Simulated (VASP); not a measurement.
Set up this calculation in VASP 6.6.1, as the native input.

* Task: single point
* Functional: PBE
* Potentials or basis: VASP PAW PBE potentials, release 64 (Na_pv, Cl)
* Cutoff: 500 eV
* k mesh: 6 × 6 × 6
* Occupations: gaussian, width 0.01 eV
* Spin: no spin polarisation
* Dipole correction: no
* Further INCAR settings: ALGO = Normal; EDIFF = 1e-06; NBANDS = 14

The structure of NaCl lies in POSCAR:

```
NaCl
1.0
    0.0000000000      2.8200000000      2.8200000000
    2.8200000000      0.0000000000      2.8200000000
    2.8200000000      2.8200000000      0.0000000000
Na Cl
1 1
Direct
    0.0000000000      0.0000000000      0.0000000000
    0.5000000000      0.5000000000      0.5000000000
```

One way to write it, as run:

INCAR

```
SYSTEM = NaCl
PREC = Accurate
ENCUT = 500
EDIFF = 1E-6
ISMEAR = 0
SIGMA = 0.01
LREAL = .FALSE.
LASPH = .TRUE.
NELM = 120
ALGO = Normal
ISIF = 2
LWAVE = .FALSE.
LCHARG = .FALSE.
GGA = PE
NBANDS = 14
GGA_COMPAT = .FALSE.
```

KPOINTS

```
Automatic mesh
0
G
  6 6 6
  0 0 0
```

Potentials or basis: VASP PAW PBE potentials, release 64 (Na_pv, Cl).

Run with:

```bash
$ cat potpaw_PBE.64/Na_pv/POTCAR potpaw_PBE.64/Cl/POTCAR > POTCAR
$ mpirun -np 1 vasp_std > vasp.out
```

It gave:

```json
{
 "Pressure": "0.7 GPa",
 "Band gap on the k mesh": "5.11 eV, direct"
}
```

Run time: 5.6 s on 1 thread of AMD EPYC 9R45 96-Core Processor (Zen 5) (shared host), peak memory 0.13 GiB.
